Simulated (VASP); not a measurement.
Input of a VASP 6.6.1 run:

The input INCAR:

```
PREC = Accurate
ENCUT = 500
EDIFF = 1E-7
ISMEAR = -1
SIGMA = 0.02
LREAL = False
LASPH = True
NELM = 120
ALGO = Normal
ISIF = 3
LWAVE = False
LCHARG = False
GGA = PS
IBRION = 2
NSW = 80
EDIFFG = -0.01
GGA_COMPAT = False
NELMIN = 4
```

KPOINTS

```
regular mesh
0
Gamma
  7 7 7
```

The input POSCAR:

```
Ge
1.0
   -1.6648111336      1.6648111336      1.6648111336
    1.6648111336     -1.6648111336      1.6648111336
    1.6648111336      1.6648111336     -1.6648111336
Ge
1
Direct
    0.0000000000      0.0000000000      0.0000000000
```

Potentials or basis: VASP PAW PBE potentials, release 64 (Ge_d).

Run with:

```sh
$ cat potpaw_PBE.64/Ge_d/POTCAR > POTCAR
$ mpirun -np 1 vasp_std > vasp.out
```

**Question.** What does it give for the band gap on the k mesh?

**Answer.** Zero (band 7 reaches 16.27 eV, above the bottom of band 8 at 4.18 eV).

Final structure:
```cif
data_structure
_symmetry_space_group_name_H-M 'P 1'
_symmetry_Int_Tables_number 1
_cell_length_a 2.8835
_cell_length_b 2.8835
_cell_length_c 2.8835
_cell_angle_alpha 109.471
_cell_angle_beta 109.471
_cell_angle_gamma 109.471
_cell_volume 18.46
loop_
_atom_site_label
_atom_site_type_symbol
_atom_site_fract_x
_atom_site_fract_y
_atom_site_fract_z
_atom_site_occupancy
Ge1 Ge 0.00000 0.00000 0.00000 1
```

Caveat: the k points lie up to 0.38 Å⁻¹ apart in the final cell; the relaxation stopped at its first step, so nothing moved.
